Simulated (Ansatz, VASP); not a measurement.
MgS: VASP beside Ansatz

```
Mg S
1.0
     4.07046    0.00000    0.00000
     0.00000    5.75650    0.00000
     0.00000    0.00000    3.86584
Mg S
2 2
Cartesian
  0.0000 0.0000 0.0000
  2.0352 2.8782 1.9329
  2.0352 1.4391 0.0000
  0.0000 4.3174 1.9329
```

Alike in both runs: task single point; functional LDA; k mesh 4 × 4 × 6; occupations gaussian, width 0.1 eV; no spin polarisation.

|  | VASP | Ansatz |
| --- | --- | --- |
| version | VASP 6.6.1 | Ansatz 0.2.0 |
| potentials or method | VASP PAW LDA potentials, release 64 (Mg, S), cutoff 600 eV | scalar-relativistic, plane waves, PAW |
| valence electrons in the cell | 16 | 32 |

|  | VASP | Ansatz | Ansatz less VASP |
| --- | --- | --- | --- |
| gap on the k mesh at the Fermi level (eV) | 3.05 | 3.04 | -0.010 |
| least direct gap on the mesh (eV) | 3.05 | 3.04 | -0.010 |
| pressure (GPa) | -2.1 | -1.8 | +0.31 |
| rms of the force components (eV/Å) | 0.167 | 0.165 | -0.0022 |

Ansatz warns that its potentials were made for another functional, while VASP's fit it. LDA's correlation is that of Perdew and Zunger in VASP and of Perdew and Wang (1992) in Ansatz. VASP's potentials hold 16 valence electrons a cell and Ansatz's 32, so a difference there can come from the potentials and not from the codes. Ansatz's warnings: structure snapped to symmetry.
